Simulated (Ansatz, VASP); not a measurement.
# C in VASP and in Ansatz

POSCAR

```
C
1.0
   -2.5113391176      0.0000000000      0.0000000000
   -1.2556695588     -2.1748834734      0.0000000000
   -1.8833787713     -1.0873692406     10.3359979276
C
10
Direct
   -0.7036142301     -0.7036142301      0.8741534038
    0.3708342101      0.3708342101      0.7252465962
    0.0038769154      0.0038769154      0.1257878883
    0.4966430646      0.4966430646      0.4736121117
   -0.0706270546     -0.0706270546      0.2748057630
    0.5711470346      0.5711470346      0.3245942370
   -0.3953322917     -0.3953322917      0.9242595341
    0.0625522717      0.0625522717      0.6751404659
    0.3622536877      0.3622536877      0.0756976711
    0.1382662923      0.1382662923      0.5237023289
```

Contents of INCAR.step1:

```
PREC     = Accurate       # precision mode
ENCUT    = 520            # plane-wave cutoff, eV
ISMEAR   = 0              # smearing method
SIGMA    = 0.05           # smearing width, eV
LREAL    = F              # projectors in reciprocal space
LASPH    = T              # aspherical terms in the spheres
NELM     = 100            # most SCF steps
NBANDS   = 31             # bands
GGA      = PE             # functional
ALGO     = Normal         # electronic algorithm
EDIFF    = 1E-4           # SCF threshold, eV
LWAVE    = T              # write WAVECAR
LCHARG   = F              # write CHGCAR
```

Contents of INCAR.step2:

```
PREC     = Accurate       # precision mode
ENCUT    = 520            # plane-wave cutoff, eV
EDIFF    = 1E-6           # SCF threshold, eV
ISMEAR   = 0              # smearing method
SIGMA    = 0.05           # smearing width, eV
LREAL    = F              # projectors in reciprocal space
LASPH    = T              # aspherical terms in the spheres
NELM     = 100            # most SCF steps
ALGO     = Normal         # electronic algorithm
ISIF     = 2              # what is computed and relaxed
LWAVE    = F              # write WAVECAR
LCHARG   = F              # write CHGCAR
METAGGA  = R2SCAN         # meta-GGA
LMIXTAU  = T            
NBANDS   = 31             # bands
ISTART   = 1
```

The input KPOINTS:

```
Automatic mesh
0
Gamma
  10 10 3
```

Input for Ansatz:

```yaml
crystal:
  lattice:
    - [-2.5113391176, 0.0, 0.0]
    - [-1.2556695588, -2.1748834734, 0.0]
    - [-1.8833787713, -1.0873692406, 10.3359979276]
  atoms:
    - { symbol: C, position: [-0.7036142301, -0.7036142301, 0.8741534038] }
    - { symbol: C, position: [0.3708342101, 0.3708342101, 0.7252465962] }
    - { symbol: C, position: [0.0038769154, 0.0038769154, 0.1257878883] }
    - { symbol: C, position: [0.4966430646, 0.4966430646, 0.4736121117] }
    - { symbol: C, position: [-0.0706270546, -0.0706270546, 0.274805763] }
    - { symbol: C, position: [0.5711470346, 0.5711470346, 0.324594237] }
    - { symbol: C, position: [-0.3953322917, -0.3953322917, 0.9242595341] }
    - { symbol: C, position: [0.0625522717, 0.0625522717, 0.6751404659] }
    - { symbol: C, position: [0.3622536877, 0.3622536877, 0.0756976711] }
    - { symbol: C, position: [0.1382662923, 0.1382662923, 0.5237023289] }
basis:
  ecutwfc: 500
kpoints:
  mp_grid: { grid: [10, 10, 3] }
hamiltonian:
  xc: r2scan
scf:
  occupations: { method: gaussian, width: 0.05 }
output:
  forces: true
  stress: true
  eigenvalues: true
```

Alike in both runs: task single point; functional r2SCAN; k mesh 10 × 10 × 3; occupations gaussian, width 0.05 eV; no spin polarisation.

```csv
,VASP,Ansatz
version,VASP 6.6.1,Ansatz 0.2.0
potentials or method,"VASP PAW PBE potentials, release 64 (C), cutoff 520 eV","scalar-relativistic, plane waves, PAW"
valence electrons in the cell,40,40
```

```csv
,VASP,Ansatz,Ansatz less VASP
gap on the k mesh at the Fermi level (eV),2.12,2.14,+0.017
least direct gap on the mesh (eV),4.82,4.86,+0.039
pressure (GPa),2.1,1.0,-1.10
"traceless stress, the component that is largest in VASP (GPa)",-25.66,-25.68,-0.017
rms of the force components (eV/Å),1.221,1.226,+0.0054
```

VASP's potentials were made for PBE, not for r2SCAN. Atom by atom the forces differ by 0.010 eV/Å (rms over components). With one functional, cell and mesh, what is left measures potentials, basis and numerics.
